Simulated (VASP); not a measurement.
# CdS (Pmmn) in VASP: further runs

The runs below take CdS through single point, with r2SCAN.

All numbers are computed with VASP 6.6.1; they aren't measurements. Logs are shortened: lines on timing, memory, paths and dates and some standing lists are left out, and cuts for length are marked.

## (1) The cell of the first run

Symmetry: Pmmn, No. 59, orthorhombic system. The conventional cell has a = 3.898 Å, b = 5.511 Å, c = 3.898 Å, α = 90.00°, β = 90.00°, γ = 90.00°. Within 3.6 Å of Cd (site symmetry mm2) lie 6 S at 2.75 to 2.76 Å. Within 3.6 Å of S (site symmetry mm2) lie 6 Cd at 2.75 to 2.76 Å.

## (2) Single point, r2SCAN

POSCAR

```
CdS
1.0
    3.8984360000      0.0000000000      0.0000000000
    0.0000000000      5.5114920000      0.0000000000
    0.0000000000      0.0000000000      3.8981040000
Cd S
2 2
Direct
    0.5000000000      0.5000000000      0.2430260000
    0.0000000000      0.0000000000      0.7569740000
    0.5000000000      0.0000000000      0.2551630000
    0.0000000000      0.5000000000      0.7448370000
```

INCAR.step1

```
SYSTEM = CdS
PREC = Accurate
ENCUT = 520
ISMEAR = 0
SIGMA = 0.01
LREAL = .FALSE.
LASPH = .TRUE.
NELM = 100
NBANDS = 26
GGA = PE
ALGO = Normal
EDIFF = 1E-4
LWAVE = .TRUE.
LCHARG = .FALSE.
```

INCAR.step2

```
SYSTEM = CdS
PREC = Accurate
ENCUT = 520
EDIFF = 1E-7
ISMEAR = 0
SIGMA = 0.01
LREAL = .FALSE.
LASPH = .TRUE.
NELM = 100
ALGO = Normal
ISIF = 2
LWAVE = .FALSE.
LCHARG = .FALSE.
METAGGA = R2SCAN
LMIXTAU = .TRUE.
NBANDS = 26
ISTART = 1
```

KPOINTS

```
regular mesh
0
G
  2 2 2
  0 0 0
```

Potentials or basis: VASP PAW PBE potentials, release 64 (Cd, S).

On the command line:

```bash
> cat potpaw_PBE.64/Cd/POTCAR potpaw_PBE.64/S/POTCAR > POTCAR
> cp INCAR.step1 INCAR
> mpirun -np 1 vasp_std > vasp.out
> cp INCAR.step2 INCAR
> mpirun -np 1 vasp_std > vasp.out
```

OUTCAR:

```text
SYSTEM = CdS
   PREC = Accurate
   ENCUT = 520
   EDIFF = 1E-7
   ISMEAR = 0
   LREAL = .FALSE.
   LASPH = .TRUE.
   NELM = 100
   ISIF = 2
   METAGGA = R2SCAN
   ISTART = 1

 ion  position               nearest neighbor table
   1  0.500  0.500  0.243-   4 2.75   4 2.75   3 2.76   3 2.76   4 2.76   4 2.76
   2  0.000  0.000  0.757-   3 2.75   3 2.75   4 2.76   4 2.76   3 2.76   3 2.76
   3  0.500  0.000  0.255-   2 2.75   2 2.75   1 2.76   1 2.76   2 2.76   2 2.76
   4  0.000  0.500  0.745-   1 2.75   1 2.75   2 2.76   2 2.76   1 2.76   1 2.76

  LATTYP: Found a simple orthorhombic cell.
 ALAT       =     3.8981040000
 B/A-ratio  =     1.0000851696
 C/A-ratio  =     1.4138904452

  Lattice vectors:

 A1 = (   0.0000000000,   0.0000000000,   3.8981040000)
 A2 = (   3.8984360000,   0.0000000000,   0.0000000000)
 A3 = (   0.0000000000,   5.5114920000,   0.0000000000)

Analysis of symmetry for initial positions (statically):
=====================================================================
 Subroutine PRICEL returns:
 Original cell was already a primitive cell.

 Routine SETGRP: Setting up the symmetry group for a
 simple orthorhombic supercell.

 Subroutine GETGRP returns: Found  8 space group operations
 (whereof  4 operations were pure point group operations)
 out of a pool of  8 trial point group operations.

The static configuration has the point symmetry C_2v.
 The point group associated with its full space group is D_2h.

Analysis of symmetry for dynamics (positions and initial velocities):
=====================================================================
 Subroutine PRICEL returns:
 Original cell was already a primitive cell.

 Routine SETGRP: Setting up the symmetry group for a
 simple orthorhombic supercell.

 Subroutine GETGRP returns: Found  8 space group operations
 (whereof  4 operations were pure point group operations)
 out of a pool of  8 trial point group operations.

The dynamic configuration has the point symmetry C_2v.
 The point group associated with its full space group is D_2h.

 Subroutine INISYM returns: Found  8 space group operations
 (whereof  4 operations are pure point group operations),
 and found     1 'primitive' translations

----------------------------------------------------------------------------------------

                                     Primitive cell
[... 76 lines left out ...]
   ENCUT  =  520.0 eV  38.22 Ry    6.18 a.u.   7.25 10.25  7.25*2*pi/ulx,y,z
   NELM   =    100;   NELMIN=  2; NELMDL=  0     # of ELM steps
   EDIFF  = 0.1E-06   stopping-criterion for ELM
   LREAL  =      F    real-space projection
   EDIFFG = 0.1E-05   stopping-criterion for IOM
   NSW    =      0    number of steps for IOM
   IBRION =     -1    ionic relax: 0-MD 1-quasi-New 2-CG
   NFREE  =      0    steps in history (QN), initial steepest desc. (CG)
   ISIF   =      2    stress and relaxation
   ISYM   =      2    0-nonsym 1-usesym 2-fastsym
   POTIM  = 0.5000    time-step for ionic-motion
   TEBEG  =    0.0;   TEEND  =   0.0 temperature during run
   PSTRESS=    0.0 pullay stress
   NELECT =      36.0000    total number of electrons
   NUPDOWN=      -1.0000    fix difference up-down
   EMIN   =  10.00;   EMAX   =-10.00  energy-range for DOS
   EFERMI =   0.00;   METHOD = LEGACY
   ISMEAR =     0;   SIGMA  =   0.01  broadening in eV -4-tet -1-fermi 0-gaus
   EFERMI_NEDOS =   21; number of points for ismear=-14 and -15
   IALGO  =     38    algorithm
   IMIX   =      4    mixing-type and parameters
     AMIX     =   0.40;   BMIX     =  1.00
     AMIX_MAG =   1.60;   BMIX_MAG =  1.00
  volume/ion in A,a.u.               =      20.94       141.30
  Fermi-wavevector in a.u.,A,eV,Ry     =   1.235486  2.334731 20.768298  1.526427
  Thomas-Fermi vector in A             =   2.370134
   LORBIT       =      0    0 simple, 1 ext, 2 COOP (PROOUT), +10 PAW based schemes
   METAGGA = R2SCAN    functional components
   LHFCALC =     F    Hartree Fock is set to
   AEXX    =    0.0000 exact exchange contribution
   IVDW    =     0    specifies the selected vdW correction
   LEPSILON=     F    determine dielectric tensor
   LRPA    =     F    only Hartree local field effects (RPA)
 non-spin polarized calculation
 Gauss-broadening in eV      SIGMA  =   0.01
  energy-cutoff  :      520.00
  volume of cell :       83.76
 maximum number of plane-waves:      2316
 NGX is ok and might be reduce to    30
   NGX = 15   NGY = 21   NGZ = 15

 number of electron      36.0000007 magnetization

 Free energy of the ion-electron system (eV)
  ---------------------------------------------------
  ext. energy  EPLUGINS =         0.00000000
  ---------------------------------------------------
  free energy    TOTEN  =       -57.87661031 eV

  energy without entropy =      -57.87661031  energy(sigma->0) =      -57.87661031

 E-fermi :   2.6774     XC(G=0): -10.7942

 val. band max:        2.6088956761   @ k =   0.0000   0.5000   0.5000
 cond. band min:       3.1757067352   @ k =   0.5000   0.0000   0.5000
 fundamental gap:      0.5668110591
 Fermi energy:         2.6774401638

 k-point     1 :       0.0000    0.0000    0.0000
  band No.  band energies     occupation
      1     -10.4916      2.00000
      2      -9.6280      2.00000
      3      -5.5927      2.00000
      4      -5.4636      2.00000
      5      -5.4629      2.00000
      6      -5.4605      2.00000
[... 221 lines left out ...]
     25      10.7109      0.00000
     26      10.7109      0.00000

------------------------ aborting loop because EDIFF is reached ----------------------------------------

  FORCE on cell =-STRESS in cart. coord.  units (eV):
  Direction    XX          YY          ZZ          XY          YZ          ZX
  --------------------------------------------------------------------------------------
  -------------------------------------------------------------------------------------
  Total        1.9799544     -3.0999629      1.9754711      0.0000000      0.0000000      0.0000000
  in kB       37.8750111    -59.2999139     37.7892490      0.0000000      0.0000000      0.0000000
  external PRESSURE =       5.4547821 kB  Pullay stress =       0.0000000 kB

 VOLUME and BASIS-vectors are now :
 -----------------------------------------------------------------------------
  energy-cutoff  :      520.00
  volume of cell :       83.76
      direct lattice vectors                 reciprocal lattice vectors
     3.898436000  0.000000000  0.000000000     0.256513125  0.000000000  0.000000000
     0.000000000  5.511492000  0.000000000     0.000000000  0.181439073  0.000000000
     0.000000000  0.000000000  3.898104000     0.000000000  0.000000000  0.256534972

 POSITION                                       TOTAL-FORCE (eV/Angst)
 -----------------------------------------------------------------------------------
      1.94922      2.75575      0.94734         0.000000      0.000000      0.019860
      0.00000      0.00000      2.95076         0.000000      0.000000     -0.019860
      1.94922      0.00000      0.99465         0.000000      0.000000     -0.003419
      0.00000      2.75575      2.90345         0.000000      0.000000      0.003419
 -----------------------------------------------------------------------------------
    total drift:                                0.000000      0.000000      0.000000

  FREE ENERGIE OF THE ION-ELECTRON SYSTEM (eV)
  ---------------------------------------------------
  free  energy   TOTEN  =       -57.8766103081 eV

  energy  without entropy=      -57.8766103081  energy(sigma->0) =      -57.87661031
```

Wall time 76 s (1 thread of Intel Xeon 8259CL, shared host); peak memory 0.2 GiB.

What came out:

| Property | Result |
| --- | --- |
| Free energy | -57.8766 eV |
| Pressure | 0.5 GPa |
| Largest force | 0.020 eV/Å |
| Band gap on the k mesh | 0.57 eV |

Forces on the atoms (eV/Å):
```
Cd   0.000  0.000  0.020
Cd   0.000  0.000 -0.020
S    0.000  0.000 -0.003
S    0.000  0.000  0.003
```

Stress tensor (GPa, compression positive):
```
 3.79  0.00  0.00
 0.00 -5.93  0.00
 0.00  0.00  3.78
```

Levels at points of the mesh, in eV from the valence-band top:
| k point | band 16 | band 17 | band 18 | band 19 | band 20 | band 21 |
| --- | --- | --- | --- | --- | --- | --- |
| (0.00, 0.00, 0.00) | -0.71 | -0.67 | -0.67 | 0.57 | 1.33 | 6.33 |
| (0.50, 0.00, 0.00) | -2.32 | -0.14 | -0.14 | 4.80 | 4.80 | 5.90 |
| (0.00, 0.50, 0.00) | -1.35 | -1.35 | -1.35 | 3.37 | 3.37 | 7.07 |
| (0.50, 0.50, 0.00) | -0.02 | 0.00 | 0.00 | 3.95 | 3.95 | 6.34 |
| (0.00, 0.00, 0.50) | -2.32 | -0.15 | -0.13 | 4.79 | 4.81 | 5.90 |
| (0.50, 0.00, 0.50) | -2.12 | -2.06 | -2.06 | 0.57 | 0.57 | 6.29 |
| (0.00, 0.50, 0.50) | -0.02 | 0.00 | 0.00 | 3.95 | 3.95 | 6.33 |
| (0.50, 0.50, 0.50) | -3.16 | -2.80 | -2.80 | 3.68 | 3.68 | 7.19 |

Caveat: the k points lie up to 0.81 Å⁻¹ apart; the PAW data sets were made with another functional, which shifts forces and pressure a little.

## (3) Single point, r2SCAN

POSCAR is that of step 2.

INCAR.step1

```
PREC = Accurate
ENCUT = 520
ISMEAR = 0
SIGMA = 0.01
LREAL = False
LASPH = True
NELM = 100
NBANDS = 26
GGA = PE
ALGO = Normal
EDIFF = 1E-4
LWAVE = True
LCHARG = False
```

INCAR.step2

```
PREC = Accurate
ENCUT = 520
EDIFF = 1E-6
ISMEAR = 0
SIGMA = 0.01
LREAL = False
LASPH = True
NELM = 100
ALGO = Normal
ISIF = 2
LWAVE = False
LCHARG = False
METAGGA = R2SCAN
LMIXTAU = True
NBANDS = 26
ISTART = 1
```

KPOINTS

```
regular mesh
0
Gamma
  3 2 3
```

Potentials or basis: VASP PAW PBE potentials, release 64 (Cd, S).

On the command line:

```bash
> cat potpaw_PBE.64/Cd/POTCAR potpaw_PBE.64/S/POTCAR > POTCAR
> cp INCAR.step1 INCAR
> mpirun -np 1 vasp_std > vasp.out
> cp INCAR.step2 INCAR
> mpirun -np 1 vasp_std > vasp.out
```

It took 67 s on 1 thread of Intel Xeon 8259CL, shared host; peak memory 0.2 GiB.

Results (log left out):

```
Free energy            : -58.8737 eV
Pressure               : -1.7 GPa
Largest force          : 0.028 eV/Å
Band gap on the k mesh : 0.75 eV
```

Forces on the atoms (eV/Å):
```
Cd   0.000  0.000  0.023
Cd   0.000  0.000 -0.023
S    0.000  0.000 -0.028
S    0.000  0.000  0.028
```

Stress tensor (GPa, compression positive):
```
-0.69  0.00  0.00
 0.00 -3.65  0.00
 0.00  0.00 -0.70
```

Levels at points of the mesh, in eV from the valence-band top:
```
           k point  band 14  band 15  band 16  band 17  band 18  band 19  band 20  band 21  band 22  band 23
(0.00, 0.00, 0.00)    -2.02    -2.02    -0.65    -0.64    -0.64     0.75     1.46     6.49     9.72     9.74
(0.00, 0.50, 0.00)    -2.54    -1.30    -1.30    -1.30    -1.30     3.51     3.51     7.21     7.21     7.46
```

Caveat: the k points lie up to 0.57 Å⁻¹ apart; the PAW data sets were made with another functional, which shifts forces and pressure a little; an odd mesh through Γ misses points on the zone boundary, where band edges can lie.

## (4) Single point, r2SCAN

POSCAR is that of step 3.

INCAR.step1

```
SYSTEM = CdS
PREC     = Accurate       ! precision mode
ENCUT    = 520            ! plane-wave cutoff, eV
ISMEAR   = 0              ! smearing method
SIGMA    = 0.01           ! smearing width, eV
LREAL    = .FALSE.        ! projectors in reciprocal space
LASPH    = .TRUE.         ! aspherical terms in the spheres
NELM     = 100            ! most SCF steps
NBANDS   = 26             ! bands
GGA      = PE             ! functional
ALGO     = Normal         ! electronic algorithm
EDIFF    = 1E-4           ! SCF threshold, eV
LWAVE    = .TRUE.         ! write WAVECAR
LCHARG   = .FALSE.        ! write CHGCAR
```

INCAR.step2

```
SYSTEM = CdS
PREC     = Accurate       ! precision mode
ENCUT    = 520            ! plane-wave cutoff, eV
EDIFF    = 1E-7           ! SCF threshold, eV
ISMEAR   = 0              ! smearing method
SIGMA    = 0.01           ! smearing width, eV
LREAL    = .FALSE.        ! projectors in reciprocal space
LASPH    = .TRUE.         ! aspherical terms in the spheres
NELM     = 100            ! most SCF steps
ALGO     = Normal         ! electronic algorithm
ISIF     = 2              ! what is computed and relaxed
LWAVE    = .FALSE.        ! write WAVECAR
LCHARG   = .FALSE.        ! write CHGCAR
METAGGA  = R2SCAN         ! meta-GGA
LMIXTAU  = .TRUE.       
NBANDS   = 26             ! bands
ISTART   = 1
```

KPOINTS

```
Automatic mesh
0
G
  6 4 6
  0 0 0
```

On the command line:

```bash
> cat potpaw_PBE.64/Cd/POTCAR potpaw_PBE.64/S/POTCAR > POTCAR
> cp INCAR.step1 INCAR
> mpirun -np 1 vasp_std > vasp.out
> cp INCAR.step2 INCAR
> mpirun -np 1 vasp_std > vasp.out
```

It took 5.1 min on 1 thread of Intel Xeon 8259CL, shared host; peak memory 0.26 GiB.

The run converged. Its results:

- Free energy: -59.0317 eV
- Pressure: -2.1 GPa
- Largest force: 0.032 eV/Å
- Band gap on the k mesh: 0.73 eV

Forces on the atoms (eV/Å):
```
Cd   0.000  0.000  0.023
Cd   0.000  0.000 -0.023
S    0.000  0.000 -0.032
S    0.000  0.000  0.032
```

Levels at points of the mesh, in eV from the valence-band top:
```
           k point  band 15  band 16  band 17  band 18  band 19  band 20  band 21  band 22
(0.00, 0.00, 0.00)    -2.06    -0.69    -0.69    -0.69     0.73     1.43     6.46     9.70
(0.50, 0.00, 0.00)    -2.25    -2.25    -0.13    -0.13     4.94     4.94     5.96     5.96
(0.00, 0.50, 0.00)    -1.35    -1.35    -1.35    -1.35     3.48     3.48     7.19     7.19
(0.50, 0.50, 0.00)     0.00     0.00     0.00     0.00     4.08     4.08     6.48     6.48
(0.00, 0.00, 0.50)    -2.25    -2.24    -0.14    -0.12     4.92     4.95     5.97     5.97
(0.50, 0.00, 0.50)    -2.07    -2.07    -2.06    -2.06     0.73     0.73     6.46     6.46
(0.00, 0.50, 0.50)     0.00     0.00     0.00     0.00     4.08     4.08     6.48     6.48
(0.50, 0.50, 0.50)    -3.12    -3.12    -2.69    -2.69     3.77     3.77     7.35     7.35
```

Caveat: the PAW data sets were made with another functional, which shifts forces and pressure a little.

## (5) The runs side by side

| k mesh | gap on the mesh (eV) | pressure (GPa) | largest force (eV/Å) |
| --- | --- | --- | --- |
| 2 × 2 × 2 | 0.57 | 0.5 | 0.02 |
| 3 × 2 × 3 | 0.75 | -1.7 | 0.03 |
| 6 × 4 × 6 | 0.73 | -2.1 | 0.03 |

Alike in all rows: task single point; level r2SCAN; potentials or basis VASP PAW PBE potentials, release 64 (Cd, S); no spin polarisation; cell as given; cutoff (eV) 520; smearing gaussian 0.01 eV.

Caveats: some runs use coarse meshes; the PAW data sets were made with another functional, which shifts forces and pressure a little; an odd mesh through Γ misses points on the zone boundary, where band edges can lie (at least some runs).

Absolute energies hang on the potentials; compare differences alone.
